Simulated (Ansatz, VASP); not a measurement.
## ZrS2: VASP beside Ansatz

```xyz
3
Lattice="3.6744 0.0000 0.0000 -1.8372 3.1821 0.0000 0.0000 0.0000 5.9154" Properties=species:S:1:pos:R:3 pbc="T T T"
Zr    0.0000    0.0000    0.0000
S     0.0000    2.1214    1.4438
S     1.8372    1.0607    4.4716
```

Change from the starting cell: uniaxial_z strain +1.0%.

Alike in both runs: task single point; functional HSE06; k mesh 6 × 6 × 4; no spin polarisation.

```csv
,VASP,Ansatz
version,VASP 6.6.1,Ansatz 0.2.0
potentials or method,"VASP PAW PBE potentials, release 64 (Zr_sv, S)","plane waves, PAW"
plane-wave cutoff (eV),400,420
occupations,"gaussian, width 0.01 eV",fixed
valence electrons in the cell,24,24
```

|  | VASP | Ansatz | Ansatz less VASP |
| --- | --- | --- | --- |
| gap on the k mesh at the Fermi level (eV) | 1.73 | 1.74 | +0.003 |
| pressure (GPa) | -0.2 | -0.1 | +0.11 |
| traceless stress, the component that is largest in VASP (GPa) | 0.31 | 0.27 | -0.044 |
| rms of the force components (eV/Å) | 0.088 | 0.090 | +0.0017 |

Atom by atom the forces differ by 0.002 eV/Å (rms over components). Ansatz's warnings: stress exchange threshold loose, stress scf threshold loose.
